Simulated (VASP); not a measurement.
# W8SeS15 (P3m1) in VASP: single point with PBE+D3(BJ)

Aim: the single point of W8SeS15 with PBE+D3(BJ).

Program: VASP 6.6.1. These are calculated values, not measurements. Logs are shortened: lines on timing, memory, paths and dates and some standing lists are left out, and cuts for length are marked.

### Step 1. The cell of the first run

The structure is trigonal, space group P3m1 (No. 156). The conventional cell has a = 6.374 Å, b = 6.374 Å, c = 12.528 Å, α = 90.00°, β = 90.00°, γ = 120.00°. W (site symmetry 3m) has 6 S at 2.42 Å and 6 W at 3.19 Å within 3.2 Å. W (site symmetry m) has 6 S at 2.42 Å and 6 W at 3.19 Å within 3.2 Å. Within 3.2 Å of W (site symmetry m) lie 1 Se at 2.42 Å and 5 S at 2.42 Å and 6 W at 3.19 Å. W (site symmetry 3m) has 6 S at 2.42 Å and 6 W at 3.19 Å within 3.2 Å. Within 3.2 Å of Se (site symmetry 3m) lie 3 W at 2.42 Å and 7 S at 3.13 to 3.19 Å. S (site symmetry m) has 3 W at 2.42 Å and 5 S at 3.13 to 3.19 Å and 2 Se at 3.19 Å within 3.2 Å. S (site symmetry m) has 3 W at 2.42 Å and 7 S at 3.13 to 3.19 Å within 3.2 Å. Within 3.2 Å of S (site symmetry 3m) lie 3 W at 2.42 Å and 7 S at 3.13 to 3.19 Å.

### Step 2. Single point, PBE+D3(BJ)

Input file INCAR:

```
SYSTEM = W8SeS15
  PREC = Accurate
  ENCUT = 520
  EDIFF = 1E-6
  ISMEAR = 0
  SIGMA = 0.1
  LREAL = Auto
  LASPH = .TRUE.
  NELM = 80
  ALGO = Normal
  ISIF = 2
  LWAVE = .FALSE.
  LCHARG = .FALSE.
  GGA = PE
  IVDW = 12
  NBANDS = 122
```

Input file KPOINTS:

```
regular mesh
0
G
  3 3 2
  0 0 0
```

Input file POSCAR:

```
W8SeS15
1.0
    6.3741482800      0.0000000000      0.0000000000
   -3.1870741400      5.5201743400      0.0000000000
    0.0000000000      0.0000000000     12.5278071600
W Se S
8 1 15
Direct
    0.1666666700      0.3333333300      0.2500000000
    0.1666666700      0.8333333300      0.2500000000
    0.6666666700      0.3333333300      0.2500000000
    0.6666666700      0.8333333300      0.2500000000
    0.3333333300      0.1666666700      0.7500000000
    0.3333333300      0.6666666700      0.7500000000
    0.8333333300      0.1666666700      0.7500000000
    0.8333333300      0.6666666700      0.7500000000
    0.1666666700      0.3333333300      0.6250000000
    0.1666666700      0.8333333300      0.6250000000
    0.6666666700      0.3333333300      0.6250000000
    0.6666666700      0.8333333300      0.6250000000
    0.3333333300      0.1666666700      0.1250000000
    0.3333333300      0.6666666700      0.1250000000
    0.8333333300      0.1666666700      0.1250000000
    0.8333333300      0.6666666700      0.1250000000
    0.1666666700      0.3333333300      0.8750000000
    0.1666666700      0.8333333300      0.8750000000
    0.6666666700      0.3333333300      0.8750000000
    0.6666666700      0.8333333300      0.8750000000
    0.3333333300      0.1666666700      0.3750000000
    0.3333333300      0.6666666700      0.3750000000
    0.8333333300      0.1666666700      0.3750000000
    0.8333333300      0.6666666700      0.3750000000
```

Potentials or basis: VASP PAW PBE potentials, release 64 (W_sv, Se, S).

Command:

```sh
$ cat potpaw_PBE.64/W_sv/POTCAR potpaw_PBE.64/Se/POTCAR potpaw_PBE.64/S/POTCAR > POTCAR
$ mpirun -np 1 vasp_std > vasp.out
```

OUTCAR:

```text
SYSTEM = W8SeS15
   PREC = Accurate
   ENCUT = 520
   EDIFF = 1E-6
   ISMEAR = 0
   LREAL = Auto
   LASPH = .TRUE.
   NELM = 80
   ISIF = 2
   GGA = PE
   IVDW = 12
 IVDW          = 12

 ion  position               nearest neighbor table
   1  0.167  0.333  0.250-  13 2.42  21 2.42  15 2.42  23 2.42  22 2.42  14 2.42   3 3.19   3 3.19
                             4 3.19   2 3.19   2 3.19   4 3.19
   2  0.167  0.833  0.250-  14 2.42  22 2.42  16 2.42  24 2.42  13 2.42  21 2.42   4 3.19   4 3.19
                             1 3.19   1 3.19   3 3.19   3 3.19
   3  0.667  0.333  0.250-  15 2.42  23 2.42  21 2.42  13 2.42  16 2.42  24 2.42   1 3.19   1 3.19
                             4 3.19   4 3.19   2 3.19   2 3.19
   4  0.667  0.833  0.250-  16 2.42  24 2.42  22 2.42  14 2.42  23 2.42  15 2.42   2 3.19   2 3.19
                             3 3.19   3 3.19   1 3.19   1 3.19
   5  0.333  0.167  0.750-   9 2.42  17 2.42  11 2.42  19 2.42  18 2.42  10 2.42   7 3.19   7 3.19
                             8 3.19   6 3.19   6 3.19   8 3.19
   6  0.333  0.667  0.750-  10 2.42  18 2.42  12 2.42  20 2.42   9 2.42  17 2.42   8 3.19   8 3.19
                             5 3.19   5 3.19   7 3.19   7 3.19
   7  0.833  0.167  0.750-  11 2.42  19 2.42  17 2.42   9 2.42  12 2.42  20 2.42   5 3.19   5 3.19
                             8 3.19   8 3.19   6 3.19   6 3.19
   8  0.833  0.667  0.750-  12 2.42  20 2.42  18 2.42  10 2.42  19 2.42  11 2.42   6 3.19   6 3.19
                             7 3.19   7 3.19   5 3.19   5 3.19
   9  0.167  0.333  0.625-   5 2.42   7 2.42   6 2.42
  10  0.167  0.833  0.625-   6 2.42   8 2.42   5 2.42
  11  0.667  0.333  0.625-   7 2.42   5 2.42   8 2.42
  12  0.667  0.833  0.625-   8 2.42   6 2.42   7 2.42
  13  0.333  0.167  0.125-   1 2.42   3 2.42   2 2.42
  14  0.333  0.667  0.125-   2 2.42   4 2.42   1 2.42
[... 8 lines left out ...]
  23  0.833  0.167  0.375-   3 2.42   1 2.42   4 2.42
  24  0.833  0.667  0.375-   4 2.42   2 2.42   3 2.42

  LATTYP: Found a hexagonal cell.
 ALAT       =     6.3741482800
 C/A-ratio  =     1.9654088060

  Lattice vectors:

 A1 = (   6.3741482800,   0.0000000000,   0.0000000000)
 A2 = (  -3.1870741400,   5.5201743400,   0.0000000000)
 A3 = (   0.0000000000,   0.0000000000,  12.5278071600)

Analysis of symmetry for initial positions (statically):
=====================================================================
 Subroutine PRICEL returns:
 Original cell was already a primitive cell.

 Routine SETGRP: Setting up the symmetry group for a
 hexagonal supercell.

 Subroutine GETGRP returns: Found  6 space group operations
 (whereof  2 operations were pure point group operations)
 out of a pool of 24 trial point group operations.

The static configuration has the point symmetry C_1h.
 The point group associated with its full space group is C_3v.

Analysis of symmetry for dynamics (positions and initial velocities):
[... 151 lines left out ...]
   EFERMI =   0.00;   METHOD = LEGACY
   ISMEAR =     0;   SIGMA  =   0.10  broadening in eV -4-tet -1-fermi 0-gaus
   EFERMI_NEDOS =   21; number of points for ismear=-14 and -15
   IALGO  =     38    algorithm
   IMIX   =      4    mixing-type and parameters
     AMIX     =   0.40;   BMIX     =  1.00
     AMIX_MAG =   1.60;   BMIX_MAG =  1.00
  volume/ion in A,a.u.               =      18.37       123.95
  Fermi-wavevector in a.u.,A,eV,Ry     =   1.274518  2.408490 22.101247  1.624396
  Thomas-Fermi vector in A             =   2.407281
   LORBIT       =      0    0 simple, 1 ext, 2 COOP (PROOUT), +10 PAW based schemes
   GGA     = PE    functional components
   LHFCALC =     F    Hartree Fock is set to
   AEXX    =    0.0000 exact exchange contribution
   IVDW    =    12    specifies the selected vdW correction
   LEPSILON=     F    determine dielectric tensor
   LRPA    =     F    only Hartree local field effects (RPA)
 non-spin polarized calculation
 Gauss-broadening in eV      SIGMA  =   0.10
  energy-cutoff  :      520.00
  volume of cell :      440.81
 maximum number of plane-waves:     11914
 NGX is ok and might be reduce to    48
   NGX = 23   NGY = 23   NGZ = 47

 number of electron     208.0000036 magnetization

 Free energy of the ion-electron system (eV)
  ---------------------------------------------------
  ext. energy  EPLUGINS =         0.00000000
  ---------------------------------------------------
  free energy    TOTEN  =      -187.78896303 eV

  energy without entropy =     -187.78896303  energy(sigma->0) =     -187.78896303

 E-fermi :   7.5210     XC(G=0): -10.7681

 val. band max:        7.0752345998   @ k =   0.0000   0.0000   0.0000
 cond. band min:       8.1160327012   @ k =   0.3333   0.3333   0.0000
 fundamental gap:      1.0407981014
 Fermi energy:         7.5209681825

 k-point     1 :       0.0000    0.0000    0.0000
  band No.  band energies     occupation
      1     -67.6004      2.00000
      2     -67.5844      2.00000
      3     -67.5844      2.00000
      4     -67.5836      2.00000
      5     -67.5441      2.00000
      6     -67.4743      2.00000
[... 703 lines left out ...]
    115       9.2090      0.00000
    116       9.2352      0.00000
 [bands above 116 left out]

------------------------ aborting loop because EDIFF is reached ----------------------------------------

 Edisp (eV)  -10.02465

 E8    (eV) :    -4.2286

  FORCE on cell =-STRESS in cart. coord.  units (eV):
  Direction    XX          YY          ZZ          XY          YZ          ZX
  --------------------------------------------------------------------------------------
  -------------------------------------------------------------------------------------
  Total      -4.58650    -4.58650     1.62350    -0.00000    -0.00000     0.00000
  in kB     -16.67023   -16.67023     5.90082    -0.00000    -0.00000     0.00000
  external pressure =       -9.15 kB  Pullay stress =        0.00 kB

 VOLUME and BASIS-vectors are now :
 -----------------------------------------------------------------------------
  energy-cutoff  :      520.00
  volume of cell :      440.81
      direct lattice vectors                 reciprocal lattice vectors
     6.374148280  0.000000000  0.000000000     0.156883705  0.090576849  0.000000000
    -3.187074140  5.520174340  0.000000000     0.000000000  0.181153699  0.000000000
     0.000000000  0.000000000 12.527807160     0.000000000  0.000000000  0.079822429

 POSITION                                       TOTAL-FORCE (eV/Angst)
 -----------------------------------------------------------------------------------
      0.00000      1.84006      3.13195        -0.000000     -0.000000     -0.001192
     -1.59354      4.60015      3.13195        -0.005330     -0.003077      0.000950
      3.18707      1.84006      3.13195        -0.000000      0.006154      0.000950
      1.59354      4.60015      3.13195         0.005330     -0.003077      0.000950
      1.59354      0.92003      9.39586         1.002989     -0.579076      1.075977
     -0.00000      3.68012      9.39586        -0.000000      1.158151      1.075977
[... 16 lines left out ...]
      4.78061      0.92003      4.69793        -0.007800     -0.004503      0.020038
      3.18707      3.68012      4.69793        -0.000000     -0.000000      0.029535
 -----------------------------------------------------------------------------------
    total drift:                                0.000291     -0.000153      0.000938

  FREE ENERGIE OF THE ION-ELECTRON SYSTEM (eV)
  ---------------------------------------------------
  free  energy   TOTEN  =      -197.8136178407 eV

  energy  without entropy=     -197.8136178407  energy(sigma->0) =     -197.81361784
```

OSZICAR:

```text
N       E                     dE             d eps       ncg     rms          rms(c)
DAV:   1     0.237997776716E+04    0.23800E+04   -0.11175E+05  1568   0.171E+03
DAV:   2     0.165304776294E+02   -0.23634E+04   -0.22942E+04  1688   0.477E+02
DAV:   3    -0.190916664094E+03   -0.20745E+03   -0.20217E+03  1808   0.129E+02
DAV:   4    -0.198258203392E+03   -0.73415E+01   -0.72903E+01  1712   0.240E+01
DAV:   5    -0.198525745478E+03   -0.26754E+00   -0.26671E+00  1896   0.452E+00    0.743E+01
DAV:   6    -0.189104725681E+03    0.94210E+01   -0.53955E+01  1724   0.221E+01    0.335E+01
DAV:   7    -0.188174887841E+03    0.92984E+00   -0.13986E+01  1682   0.927E+00    0.124E+01
DAV:   8    -0.187791177658E+03    0.38371E+00   -0.18508E+00  1790   0.439E+00    0.360E+00
DAV:   9    -0.187795943714E+03   -0.47661E-02   -0.32833E-01  1856   0.145E+00    0.190E+00
DAV:  10    -0.187790546798E+03    0.53969E-02   -0.10774E-01  1840   0.120E+00    0.515E-01
DAV:  11    -0.187789314079E+03    0.12327E-02   -0.14829E-02  1824   0.485E-01    0.288E-01
DAV:  12    -0.187788787215E+03    0.52686E-03   -0.48418E-03  1872   0.237E-01    0.960E-02
DAV:  13    -0.187788854371E+03   -0.67156E-04   -0.33874E-04  1736   0.574E-02    0.554E-02
DAV:  14    -0.187788953781E+03   -0.99410E-04   -0.12474E-04  1712   0.316E-02    0.139E-02
DAV:  15    -0.187788961327E+03   -0.75456E-05   -0.10038E-05  1608   0.907E-03    0.593E-03
DAV:  16    -0.187788962633E+03   -0.13063E-05   -0.12986E-06  1136   0.420E-03    0.403E-03
DAV:  17    -0.187788963031E+03   -0.39840E-06   -0.12117E-06  1152   0.350E-03
   1 F= -.19781362E+03 E0= -.19781362E+03  d E =-.737324E-11
```

stdout:

```text
POSCAR found type information on POSCAR W SeS
 POSCAR found :  3 types and      24 ions
 scaLAPACK will be used
 LDA part: xc-table for (Slater+PW92), standard interpolation
 POSCAR, INCAR and KPOINTS ok, starting setup
 FFT: planning ... GRIDC
 FFT: planning ... GRID_SOFT
 FFT: planning ... GRID
 WAVECAR not read
 entering main loop
```

Wall time 16 min (1 thread of Oxide Virtual Turin-like, shared host); peak memory 0.57 GiB.

What came out:

```yaml
Free_energy: -197.8136 eV
Pressure: -0.9 GPa
Largest_force: 3.319 eV/Å
Band_gap_on_the_k_mesh: 1.04 eV, indirect (least direct gap 1.58 eV)
Dispersion_energy_per_atom: -0.418 eV
```

Forces on the atoms (eV/Å):
```
W    0.000  0.000 -0.001
W   -0.005 -0.003  0.001
W    0.000  0.006  0.001
W    0.005 -0.003  0.001
W    1.003 -0.579  1.076
W    0.000  1.158  1.076
W   -1.003 -0.579  1.076
W    0.000  0.000  0.112
Se   0.000  0.000 -3.319
S   -0.001 -0.001 -0.069
S    0.000  0.001 -0.069
S    0.001 -0.001 -0.069
S    0.000  0.000 -0.029
S    0.000  0.000 -0.029
S    0.000  0.000 -0.029
S    0.000  0.000 -0.030
S    0.000  0.000  0.126
S   -0.074 -0.043  0.028
S    0.000  0.086  0.028
S    0.074 -0.043  0.028
S    0.008 -0.005  0.020
S    0.000  0.009  0.020
S   -0.008 -0.005  0.020
S    0.000  0.000  0.030
```

Caveat: spin-orbit coupling is left out, which moves the levels of the heavy elements; forces of over 1 eV/Å act on the atoms, so gaps and moduli don't describe the material at rest. PBE gaps usually lie below the measured ones, often by a third to a half.
